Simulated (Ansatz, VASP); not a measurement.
**Au in VASP and in Ansatz**

INCAR

```
ALGO = Normal
EDIFF = 1E-7
ENCUT = 520
GGA = CA
ISIF = 2
ISMEAR = 0
LASPH = True
LCHARG = True
LELF = True
LREAL = False
LVHAR = True
LWAVE = False
NBANDS = 12
NELM = 60
PREC = Accurate
SIGMA = 0.05
```

Contents of KPOINTS:

```
k-points
0
Gamma
  18 18 18
```

Contents of POSCAR:

```
Au
1.0
    0.0000000000      2.0400000000      2.0400000000
    2.0400000000      0.0000000000      2.0400000000
    2.0400000000      2.0400000000      0.0000000000
Au
1
Direct
    0.0000000000      0.0000000000      0.0000000000
```

Input for Ansatz:

```yaml
crystal:
  lattice:
    - [0.0, 2.04, 2.04]
    - [2.04, 0.0, 2.04]
    - [2.04, 2.04, 0.0]
  atoms:
    - { symbol: Au, position: [0.0, 0.0, 0.0] }
basis:
  ecutwfc: 420
  ecutrho_ratio: 4
kpoints:
  mp_grid: { grid: [18, 18, 18] }
hamiltonian:
  xc: lda
scf:
  occupations: { method: gaussian, width: 0.05 }
output:
  forces: true
  stress: true
  eigenvalues: true
```

Alike in both runs: task single point; functional LDA; k mesh 18 × 18 × 18; occupations gaussian, width 0.05 eV; no spin polarisation.

|  | VASP | Ansatz |
| --- | --- | --- |
| version | VASP 6.6.1 | Ansatz 0.2.0 |
| potentials or method | VASP PAW LDA potentials, release 64 (Au), cutoff 520 eV | scalar-relativistic, plane waves, PAW |
| valence electrons in the cell | 11 | 19 |

```csv
,VASP,Ansatz,Ansatz less VASP
pressure (GPa),-3.8,-4.2,-0.45
```

LDA's correlation is that of Perdew and Zunger in VASP and of Perdew and Wang (1992) in Ansatz. VASP's potentials hold 11 valence electrons a cell and Ansatz's 19, so a difference there can come from the potentials and not from the codes.

Neither program's run includes spin-orbit coupling.
